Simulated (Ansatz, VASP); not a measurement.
One calculation of CrN, two programs

```
CELL_PARAMETERS angstrom
2.72412 0.00000 0.00000
0.00000 2.72412 0.00000
0.00000 0.00000 23.80000
ATOMIC_POSITIONS crystal
Cr 0.50000 0.50000 0.29412
N 0.00000 0.00000 0.29412
```

Alike in both runs: functional PBE; k mesh 20 × 20 × 1; occupations gaussian, width 0.1 eV; collinear spin.

Ansatz relaxed the structure, and its values are those at the end. VASP's run is a single point on that final structure, the one shown.

|  | VASP | Ansatz |
| --- | --- | --- |
| version | VASP 6.6.1 | Ansatz 0.2.0 |
| potentials or method | VASP PAW PBE potentials, release 64 (Cr_pv, N), cutoff 520 eV | scalar-relativistic, plane waves, PAW |
| valence electrons in the cell | 17 | 19 |

|  | VASP | Ansatz | Ansatz less VASP |
| --- | --- | --- | --- |
| gap on the k mesh at the Fermi level (eV) | none | none | - |
| net moment per atom (μB) | 1.22 | 1.22 | -0.002 |
| size of the moment on the site where the two differ most (μB) | 2.34 | 1.90 | -0.442 |

Site moments also hang on the region over which each program counts them. A gap of «none» marks a metal or a gap that the smearing closes. VASP's potentials hold 17 valence electrons a cell and Ansatz's 19, so a difference there can come from the potentials and not from the codes.
